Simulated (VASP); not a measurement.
InSe:

```xyz
8
Lattice="4.0326 0.0000 0.0000 -2.0163 3.4923 0.0000 0.0000 0.0000 16.7579" Properties=species:S:1:pos:R:3 pbc="T T T"
In    0.0000    2.3282    2.7924
In    2.0163    1.1641   11.1713
In    0.0000    2.3282    5.5865
In    2.0163    1.1641   13.9655
Se    0.0000    2.3282    9.8826
Se    2.0163    1.1641    1.5036
Se    0.0000    2.3282   15.2543
Se    2.0163    1.1641    6.8753
```

Base run:

| Quantity | Value |
| --- | --- |
| Program | VASP 6.6.1 |
| Functional | PBE |
| Potentials or basis | VASP PAW PBE potentials, release 64 (In_d, Se) |
| Cutoff | 520 eV |
| k mesh | 9 × 9 × 2 |
| Occupations | gaussian, width 0.03 eV |
| Spin | no spin polarisation |

Its results: band gap on the k mesh 0.35 eV; pressure 1.7 GPa; largest force 0.018 eV/Å.

Problem. The run is repeated on the same cell with these changes: functional from PBE to LDA; potentials or basis from VASP PAW PBE potentials, release 64 (In_d, Se) to VASP PAW LDA potentials, release 64 (In_d, Se). What comes out?

Solution. Band gap on the k mesh 0.16 eV; pressure -2.3 GPa; largest force 0.299 eV/Å.

Caveats: spin-orbit coupling is left out, which moves the levels of the heavy elements; this functional lacks dispersion, which binds the layers, so the pressure and a relaxed spacing across them are unreliable (at least some runs).
